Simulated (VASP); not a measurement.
## P: single point with PBEsol

P:

```
CELL_PARAMETERS angstrom
-3.93961 3.93961 3.21762
3.93961 -3.93961 3.21762
3.93961 3.93961 -3.21762
ATOMIC_POSITIONS crystal
P 0.77670 0.02599 0.86939
P 0.15660 0.90731 0.13061
P 0.65731 0.40660 0.63061
P 0.77599 0.02670 0.36939
P 0.59340 0.22401 0.25070
P 0.97330 0.34269 0.74930
P 0.97401 0.84340 0.75070
P 0.09269 0.22330 0.24930
```

```
Program                 : VASP 6.6.1
Task                    : single point
Functional              : PBEsol
Potentials or basis     : VASP PAW PBE potentials, release 64 (P)
Cutoff                  : 520 eV
k mesh                  : 6 × 6 × 6
Occupations             : gaussian, width 0.02 eV
Spin                    : no spin polarisation
Dipole correction       : no
k mesh for the DOS      : 9 × 9 × 9
Occupations for the DOS : tetrahedron
Further INCAR settings  : ALGO = Normal; EDIFF = 1e-06; NBANDS = 30
```

The valence electrons inside the program's atomic spheres are P 2.44.

Levels at points of the mesh, in eV from the valence-band top:
| k point | band 16 | band 17 | band 18 | band 19 | band 20 | band 21 | band 22 | band 23 | band 24 | band 25 |
| --- | --- | --- | --- | --- | --- | --- | --- | --- | --- | --- |
| (0.00, 0.00, 0.00) | -1.95 | -1.65 | -0.84 | -0.66 | -0.66 | 2.37 | 2.54 | 2.54 | 3.24 | 3.52 |

Wall time 6 min on 1 thread of Intel(R) Xeon(R) Platinum 8488C (Sapphire Rapids), with other jobs on the host, peak memory 0.48 GiB.
